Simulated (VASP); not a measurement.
# GaN (P6_3mc) in VASP: single point with PBE

Aim: the single point of GaN with PBE.

Everything below comes from runs of VASP 6.6.1. Logs are shortened: lines on timing, memory, paths and dates and some standing lists are left out, and cuts for length are marked.

### Step 1. The cell of the first run

It takes space group P6_3mc (No. 186, hexagonal). Conventional cell: a = 3.180 Å, b = 3.180 Å, c = 5.166 Å, α = 90.00°, β = 90.00°, γ = 120.00°. Within 2.6 Å of Ga (site symmetry 3m) lie 4 N at 1.94 to 1.95 Å. Within 2.6 Å of N (site symmetry 3m) lie 4 Ga at 1.94 to 1.95 Å.

### Step 2. Single point, PBE

INCAR

```
SYSTEM = GaN
ALGO     = Normal         ! electronic algorithm
EDIFF    = 1E-7           ! SCF threshold, eV
ENCUT    = 520            ! plane-wave cutoff, eV
GGA      = PE             ! functional
ISIF     = 2              ! what is computed and relaxed
ISMEAR   = 0              ! smearing method
LASPH    = .TRUE.         ! aspherical terms in the spheres
LCHARG   = .FALSE.        ! write CHGCAR
LREAL    = .FALSE.        ! projectors in reciprocal space
LWAVE    = .FALSE.        ! write WAVECAR
NBANDS   = 26             ! bands
NELM     = 80             ! most SCF steps
PREC     = Accurate       ! precision mode
SIGMA    = 0.01           ! smearing width, eV
```

KPOINTS

```
k-points
0
G
  4 4 3
  0 0 0
```

POSCAR

```
GaN
1.0
    3.1800000000      0.0000000000      0.0000000000
   -1.5900000000      2.7539610000      0.0000000000
    0.0000000000      0.0000000000      5.1660000000
Ga N
2 2
Direct
    0.3333333333      0.6666666667      0.0000000000
    0.6666666667      0.3333333333      0.5000000000
    0.3333333333      0.6666666667      0.3750000000
    0.6666666667      0.3333333333      0.8750000000
```

Potentials or basis: VASP PAW PBE potentials, release 64 (Ga_d, N).

Launch:

```console
cat potpaw_PBE.64/Ga_d/POTCAR potpaw_PBE.64/N/POTCAR > POTCAR
mpirun -np 1 vasp_std > vasp.out
```

OUTCAR:

```text
SYSTEM = GaN
   EDIFF = 1E-7
   ENCUT = 520
   GGA = PE
   ISIF = 2
   ISMEAR = 0
   LASPH = .TRUE.
   LREAL = .FALSE.
   NELM = 80
   PREC = Accurate

 ion  position               nearest neighbor table
   1  0.333  0.667  0.000-   3 1.94   4 1.95   4 1.95   4 1.95
   2  0.667  0.333  0.500-   4 1.94   3 1.95   3 1.95   3 1.95
   3  0.333  0.667  0.375-   1 1.94   2 1.95   2 1.95   2 1.95
   4  0.667  0.333  0.875-   2 1.94   1 1.95   1 1.95   1 1.95

  LATTYP: Found a hexagonal cell.
 ALAT       =     3.1800000000
 C/A-ratio  =     1.6245283019

  Lattice vectors:

 A1 = (   3.1800000000,   0.0000000000,   0.0000000000)
 A2 = (  -1.5900000000,   2.7539610000,   0.0000000000)
 A3 = (   0.0000000000,   0.0000000000,   5.1660000000)

Analysis of symmetry for initial positions (statically):
=====================================================================
 Subroutine PRICEL returns:
 Original cell was already a primitive cell.

 Routine SETGRP: Setting up the symmetry group for a
 hexagonal supercell.

 Subroutine GETGRP returns: Found 12 space group operations
 (whereof  6 operations were pure point group operations)
 out of a pool of 24 trial point group operations.

The static configuration has the point symmetry C_3v.
 The point group associated with its full space group is C_6v.

Analysis of symmetry for dynamics (positions and initial velocities):
=====================================================================
 Subroutine PRICEL returns:
 Original cell was already a primitive cell.

 Routine SETGRP: Setting up the symmetry group for a
 hexagonal supercell.

 Subroutine GETGRP returns: Found 12 space group operations
 (whereof  6 operations were pure point group operations)
 out of a pool of 24 trial point group operations.

The dynamic configuration has the point symmetry C_3v.
 The point group associated with its full space group is C_6v.

 Subroutine INISYM returns: Found 12 space group operations
 (whereof  6 operations are pure point group operations),
 and found     1 'primitive' translations

----------------------------------------------------------------------------------------

                                     Primitive cell

  volume of cell :      45.2417

  direct lattice vectors                    reciprocal lattice vectors
     3.180000000  0.000000000  0.000000000     0.314465409  0.181556674  0.000000000
    -1.590000000  2.753961000  0.000000000     0.000000000  0.363113348  0.000000000
     0.000000000  0.000000000  5.166000000     0.000000000  0.000000000  0.193573364

  length of vectors
     3.180000000  3.180000187  5.166000000     0.363113370  0.363113348  0.193573364

  position of ions in fractional coordinates (direct lattice)
     0.333333333  0.666666667  0.000000000
     0.666666667  0.333333333  0.500000000
     0.333333333  0.666666667  0.375000000
     0.666666667  0.333333333  0.875000000

  ion indices of the primitive-cell ions
   primitive index   ion index
                 1           1
                 2           2
                 3           3
                 4           4

----------------------------------------------------------------------------------------

 KPOINTS: k-points

Automatic generation of k-mesh.
 Grid dimensions read from file:
 generate k-points for:    4    4    3

 Generating k-lattice:

  Cartesian coordinates                     Fractional coordinates (reciprocal lattice)
     0.078616352  0.045389169  0.000000000     0.250000000  0.000000000  0.000000000
     0.000000000  0.090778337  0.000000000     0.000000000  0.250000000  0.000000000
     0.000000000  0.000000000  0.064524455     0.000000000  0.000000000  0.333333333

  Length of vectors
     0.090778342  0.090778337  0.064524455

  Shift w.r.t. Gamma in fractional coordinates (k-lattice)
     0.000000000  0.000000000  0.000000000

 Subroutine IBZKPT returns following result:
 ===========================================

 Found      8 irreducible k-points:

 Following reciprocal coordinates:
            Coordinates               Weight
  0.000000  0.000000  0.000000      1.000000
  0.250000 -0.000000  0.000000      6.000000
  0.500000 -0.000000  0.000000      3.000000
  0.250000  0.250000  0.000000      6.000000
  0.000000  0.000000  0.333333      2.000000
  0.250000 -0.000000  0.333333     12.000000
  0.500000 -0.000000  0.333333      6.000000
  0.250000  0.250000  0.333333     12.000000
   k-points           NKPTS =      8   k-points in BZ     NKDIM =      8   number of bands    NBANDS=     26
   number of dos      NEDOS =    301   number of ions     NIONS =      4
   total plane-waves  NPLWV =  23040
   dimension x,y,z NGX =    24 NGY =   24 NGZ =   40
   dimension x,y,z NGXF=    48 NGYF=   48 NGZF=   80
   ions per type =               2   2
   NGX,Y,Z   is equivalent  to a cutoff of  12.55, 12.55, 12.87 a.u.
   NGXF,Y,Z  is equivalent  to a cutoff of  25.09, 25.09, 25.74 a.u.
 SYSTEM =  GaN
   PREC   = accura    normal or accurate (medium, high low for compatibility)
   ISTART =      0    job   : 0-new  1-cont  2-samecut
   ICHARG =      2    charge: 1-file 2-atom 10-const
   ISPIN  =      1    spin polarized calculation?
   LNONCOLLINEAR =      F non collinear calculations
   LSORBIT =      F    spin-orbit coupling
   LASPH  =      T    aspherical Exc in radial PAW
   ENCUT  =  520.0 eV  38.22 Ry    6.18 a.u.   5.91  5.91  9.61*2*pi/ulx,y,z
   NELM   =     80;   NELMIN=  2; NELMDL= -5     # of ELM steps
   EDIFF  = 0.1E-06   stopping-criterion for ELM
   LREAL  =      F    real-space projection
   EDIFFG = 0.1E-05   stopping-criterion for IOM
   NSW    =      0    number of steps for IOM
   IBRION =     -1    ionic relax: 0-MD 1-quasi-New 2-CG
   NFREE  =      0    steps in history (QN), initial steepest desc. (CG)
   ISIF   =      2    stress and relaxation
   ISYM   =      2    0-nonsym 1-usesym 2-fastsym
   POTIM  = 0.5000    time-step for ionic-motion
   TEBEG  =    0.0;   TEEND  =   0.0 temperature during run
   PSTRESS=    0.0 pullay stress
   NELECT =      36.0000    total number of electrons
   NUPDOWN=      -1.0000    fix difference up-down
   EMIN   =  10.00;   EMAX   =-10.00  energy-range for DOS
   EFERMI =   0.00;   METHOD = LEGACY
   ISMEAR =     0;   SIGMA  =   0.01  broadening in eV -4-tet -1-fermi 0-gaus
   EFERMI_NEDOS =   21; number of points for ismear=-14 and -15
   IALGO  =     38    algorithm
   IMIX   =      4    mixing-type and parameters
     AMIX     =   0.40;   BMIX     =  1.00
     AMIX_MAG =   1.60;   BMIX_MAG =  1.00
  volume/ion in A,a.u.               =      11.31        76.33
  Fermi-wavevector in a.u.,A,eV,Ry     =   1.517036  2.866782 31.312425  2.301398
  Thomas-Fermi vector in A             =   2.626345
   LORBIT       =      0    0 simple, 1 ext, 2 COOP (PROOUT), +10 PAW based schemes
   GGA     = PE    functional components
   LHFCALC =     F    Hartree Fock is set to
   AEXX    =    0.0000 exact exchange contribution
   IVDW    =     0    specifies the selected vdW correction
   LEPSILON=     F    determine dielectric tensor
   LRPA    =     F    only Hartree local field effects (RPA)
 non-spin polarized calculation
 Gauss-broadening in eV      SIGMA  =   0.01
  energy-cutoff  :      520.00
  volume of cell :       45.24
 maximum number of plane-waves:      1236
 NGX is ok and might be reduce to    24
   NGX = 11   NGY = 11   NGZ = 19

 number of electron      36.0000002 magnetization

 Free energy of the ion-electron system (eV)
  ---------------------------------------------------
  ext. energy  EPLUGINS =         0.00000000
  ---------------------------------------------------
  free energy    TOTEN  =       -24.21893086 eV

  energy without entropy =      -24.21893086  energy(sigma->0) =      -24.21893086

 E-fermi :   5.5310     XC(G=0): -11.7161

 val. band max:        5.4591996739   @ k =   0.0000   0.0000   0.0000
 cond. band min:       7.4210834688   @ k =   0.0000   0.0000   0.0000
 fundamental gap:      1.9618837948
 Fermi energy:         5.5310379752

 k-point     1 :       0.0000    0.0000    0.0000
  band No.  band energies     occupation
      1     -10.6191      2.00000
      2      -9.6635      2.00000
      3      -8.0239      2.00000
      4      -8.0014      2.00000
      5      -8.0014      2.00000
      6      -7.9369      2.00000
[... 18 lines left out ...]
     25      17.2075      0.00000
     26      17.2075      0.00000

 k-point     2 :       0.2500   -0.0000    0.0000
  band No.  band energies     occupation
      1     -10.1072      2.00000
      2      -9.5535      2.00000
      3      -7.9642      2.00000
      4      -7.9428      2.00000
      5      -7.8809      2.00000
      6      -7.8331      2.00000
[... 18 lines left out ...]
     25      16.9535      0.00000
     26      18.2105      0.00000

 k-point     3 :       0.5000   -0.0000    0.0000
  band No.  band energies     occupation
      1      -9.6834      2.00000
      2      -9.4960      2.00000
      3      -7.9543      2.00000
      4      -7.9292      2.00000
      5      -7.8335      2.00000
      6      -7.7868      2.00000
[... 18 lines left out ...]
     25      17.9584      0.00000
     26      18.9019      0.00000

 k-point     4 :       0.2500    0.2500    0.0000
  band No.  band energies     occupation
      1      -9.6693      2.00000
      2      -9.5034      2.00000
      3      -7.9874      2.00000
      4      -7.8612      2.00000
      5      -7.8050      2.00000
      6      -7.7905      2.00000
[... 18 lines left out ...]
     25      16.5266      0.00000
     26      19.2195      0.00000

 k-point     5 :       0.0000    0.0000    0.3333
  band No.  band energies     occupation
      1     -10.3134      2.00000
      2      -9.8135      2.00000
      3      -7.9934      2.00000
      4      -7.9934      2.00000
      5      -7.9608      2.00000
      6      -7.9608      2.00000
[... 18 lines left out ...]
     25      16.3999      0.00000
     26      16.3999      0.00000

 k-point     6 :       0.2500   -0.0000    0.3333
  band No.  band energies     occupation
      1      -9.9005      2.00000
      2      -9.6197      2.00000
      3      -7.9589      2.00000
      4      -7.9172      2.00000
      5      -7.9154      2.00000
      6      -7.8621      2.00000
[... 18 lines left out ...]
     25      16.6054      0.00000
     26      17.6049      0.00000

 k-point     7 :       0.5000   -0.0000    0.3333
  band No.  band energies     occupation
      1      -9.5967      2.00000
      2      -9.5028      2.00000
      3      -7.9706      2.00000
      4      -7.9107      2.00000
      5      -7.8780      2.00000
      6      -7.7784      2.00000
[... 18 lines left out ...]
     25      16.7758      0.00000
     26      18.6200      0.00000

 k-point     8 :       0.2500    0.2500    0.3333
  band No.  band energies     occupation
      1      -9.5855      2.00000
      2      -9.5034      2.00000
      3      -7.9277      2.00000
      4      -7.9031      2.00000
      5      -7.8594      2.00000
      6      -7.8161      2.00000
[... 18 lines left out ...]
     25      17.4221      0.00000
     26      18.7841      0.00000

------------------------ aborting loop because EDIFF is reached ----------------------------------------

  FORCE on cell =-STRESS in cart. coord.  units (eV):
  Direction    XX          YY          ZZ          XY          YZ          ZX
  --------------------------------------------------------------------------------------
  -------------------------------------------------------------------------------------
  Total        1.9062921      1.9062924      2.3689990      0.0000000      0.0000000      0.0000000
  in kB       67.5088512     67.5088618     83.8950151      0.0000000      0.0000000      0.0000000
  external PRESSURE =      72.9709094 kB  Pullay stress =       0.0000000 kB

 VOLUME and BASIS-vectors are now :
 -----------------------------------------------------------------------------
  energy-cutoff  :      520.00
  volume of cell :       45.24
      direct lattice vectors                 reciprocal lattice vectors
     3.180000000  0.000000000  0.000000000     0.314465409  0.181556674  0.000000000
    -1.590000000  2.753961000  0.000000000     0.000000000  0.363113348  0.000000000
     0.000000000  0.000000000  5.166000000     0.000000000  0.000000000  0.193573364

 POSITION                                       TOTAL-FORCE (eV/Angst)
 -----------------------------------------------------------------------------------
     -0.00000      1.83597      0.00000         0.000000      0.000000     -0.131902
      1.59000      0.91799      2.58300        -0.000000     -0.000000     -0.131902
     -0.00000      1.83597      1.93725         0.000000      0.000000      0.131902
      1.59000      0.91799      4.52025         0.000000      0.000000      0.131902
 -----------------------------------------------------------------------------------
    total drift:                               -0.000001     -0.000001     -0.000267

  FREE ENERGIE OF THE ION-ELECTRON SYSTEM (eV)
  ---------------------------------------------------
  free  energy   TOTEN  =       -24.2189308612 eV

  energy  without entropy=      -24.2189308612  energy(sigma->0) =      -24.21893086
```

Run time: 12 s. Hardware: 1 thread of Intel Xeon 6975P-C, shared host; peak memory 0.15 GiB.

What came out:

```yaml
Free_energy: -24.2189 eV
Pressure: 7.3 GPa
Largest_force: 0.132 eV/Å
Band_gap_on_the_k_mesh: 1.96 eV, direct
```

Forces in eV/Å, atoms in the order of the input:
```
Ga   0.000  0.000 -0.132
Ga   0.000  0.000 -0.132
N    0.000  0.000  0.132
N    0.000  0.000  0.132
```

Stress tensor (GPa, compression positive):
```
6.75 0.00 0.00
0.00 6.75 0.00
0.00 0.00 8.39
```

Levels at points of the mesh, in eV from the valence-band top:
| k point | band 15 | band 16 | band 17 | band 18 | band 19 | band 20 | band 21 | band 22 |
| --- | --- | --- | --- | --- | --- | --- | --- | --- |
| (0.00, 0.00, 0.00) | -1.07 | -0.06 | 0.00 | 0.00 | 1.96 | 4.28 | 9.25 | 9.90 |
| (0.50, 0.00, 0.00) | -4.29 | -2.79 | -2.27 | -0.99 | 5.06 | 5.60 | 6.06 | 8.66 |

Caveat: the k points lie up to 0.57 Å⁻¹ apart.
